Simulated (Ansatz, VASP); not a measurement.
One calculation of Al, two programs

File INCAR:

```
ALGO = Fast
EDIFF = 1E-6
ENCUT = 520
GGA = PS
ISIF = 2
ISMEAR = 0
IVDW = 12
LASPH = T
LCHARG = F
LREAL = F
LWAVE = F
NBANDS = 10
NELM = 60
PREC = Accurate
SIGMA = 0.15
```

KPOINTS

```
k-points
0
Gamma
  18 18 10
```

The input POSCAR:

```
Al
1.0
    2.8124553515      0.0000000000      0.0000000000
   -1.4062276757      2.4356577814      0.0000000000
    0.0000000000      0.0000000000      4.8668500000
Al
2
Direct
    0.3917449402      0.2101633206      0.7500000000
    0.3333333333      0.6666666667      0.2500000000
```

Input for Ansatz:

```yaml
crystal:
  lattice:
    - [2.8124553515, 0.0, 0.0]
    - [-1.4062276757, 2.4356577814, 0.0]
    - [0.0, 0.0, 4.86685]
  atoms:
    - { symbol: Al, position: [0.3917449402, 0.2101633206, 0.75] }
    - { symbol: Al, position: [0.3333333333, 0.6666666667, 0.25] }
basis:
  ecutwfc: 420
kpoints:
  mp_grid: { grid: [18, 18, 10] }
hamiltonian:
  xc: pbesol
  dispersion: d3bj
scf:
  occupations: { method: gaussian, width: 0.15 }
output:
  forces: true
  stress: true
  eigenvalues: true
```

Alike in both runs: task single point; functional PBEsol; dispersion D3(BJ); k mesh 18 × 18 × 10; occupations gaussian, width 0.15 eV; no spin polarisation.

|  | VASP | Ansatz |
| --- | --- | --- |
| version | VASP 6.6.1 | Ansatz 0.2.0 |
| potentials or method | VASP PAW PBE potentials, release 64 (Al), cutoff 520 eV | scalar-relativistic, plane waves, PAW |
| valence electrons in the cell | 6 | 6 |

Ansatz gave:

- gap on the k mesh at the Fermi level (eV): none
- pressure (GPa): -3.2
- traceless stress, the component that is largest in VASP (GPa): 0.38
- rms of the force components (eV/Å): 0.055

Problem. Estimate VASP's values.

Solution. gap on the k mesh at the Fermi level (eV): none; pressure (GPa): -3.2; traceless stress, the component that is largest in VASP (GPa): 0.37; rms of the force components (eV/Å): 0.055.

VASP's potentials were made for PBE, not for PBEsol. Atom by atom the forces differ by 0.000 eV/Å (rms over components). A gap of «none» marks a metal or a gap that the smearing closes.
